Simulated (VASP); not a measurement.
Input of a VASP 6.6.1 run:

INCAR

```
SYSTEM = P
  PREC = Accurate
  ENCUT = 520
  EDIFF = 1E-6
  ISMEAR = 0
  SIGMA = 0.1
  LREAL = .False.
  LASPH = .True.
  NELM = 100
  ALGO = Normal
  ISIF = 2
  LWAVE = .False.
  LCHARG = .False.
  GGA = PE
  IVDW = 12
  NBANDS = 12
```

Contents of KPOINTS:

```
regular mesh
0
Gamma
  15 15 15
  0 0 0
```

File POSCAR:

```
P
1.0
    1.6822483207      0.9712465208      2.7482080382
   -1.6822483207      0.9712465208      2.7482080382
    0.0000000000     -1.9424930415      2.7482080383
P
2
Direct
    0.2427649662      0.2427649662      0.2427649662
    0.7572350338      0.7572350338      0.7572350338
```

Potentials or basis: VASP PAW PBE potentials, release 64 (P).

Launch:

```bash
$ cat potpaw_PBE.64/P/POTCAR > POTCAR
$ mpirun -np 1 vasp_std > vasp.out
```

(1) Estimate the largest force.

(2) Estimate the band gap on the k mesh.

(3) Estimate the pressure.

Answers

(1) 0.024 eV/Å.

(2) zero (band 5 reaches 12.00 eV, above the bottom of band 6 at 9.78 eV).

(3) 5.8 GPa.

Caveat: pairwise dispersion overbinds metals, which lowers pressure and volume.
